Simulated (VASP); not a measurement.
A run of VASP 6.6.1:

The input INCAR:

```
SYSTEM = MoS2
PREC = Accurate
ENCUT = 520
EDIFF = 1E-6
ISMEAR = 0
SIGMA = 0.1
LREAL = .False.
LASPH = .True.
NELM = 150
ALGO = Normal
ISIF = 2
LWAVE = .False.
LCHARG = .False.
ISPIN = 2
MAGMOM = 1 0 0
LORBIT = 11
LMAXMIX = 4
GGA = PE
NBANDS = 24
```

KPOINTS

```
regular mesh
0
Gamma
  6 6 4
  0 0 0
```

Contents of POSCAR:

```
MoS2
1.0
    2.2386658100     -2.3028958700      0.0000000000
    2.2386658100      2.3028958700      0.0000000000
    0.0000000000      0.0000000000      6.2069653700
Mo S
1 2
Direct
    0.0000000000      0.0000000000      0.0000000000
    0.0000000000      0.0000000000      0.7132424400
    0.0000000000      0.0000000000      0.2867575600
```

Potentials or basis: VASP PAW PBE potentials, release 64 (Mo_sv, S).

Run with:

```bash
$ cat potpaw_PBE.64/Mo_sv/POTCAR potpaw_PBE.64/S/POTCAR > POTCAR
$ mpirun -np 1 vasp_std > vasp.out
```

Hardware: 1 thread of Intel(R) Xeon(R) 6975P-C (Granite Rapids), with other jobs on the host.

Q: How long does it take, and how much memory?

A: Wall time 34 s on 1 thread of Intel(R) Xeon(R) 6975P-C (Granite Rapids), on a shared host, peak memory 0.24 GiB. Counts: scf iterations 16, k points 39.
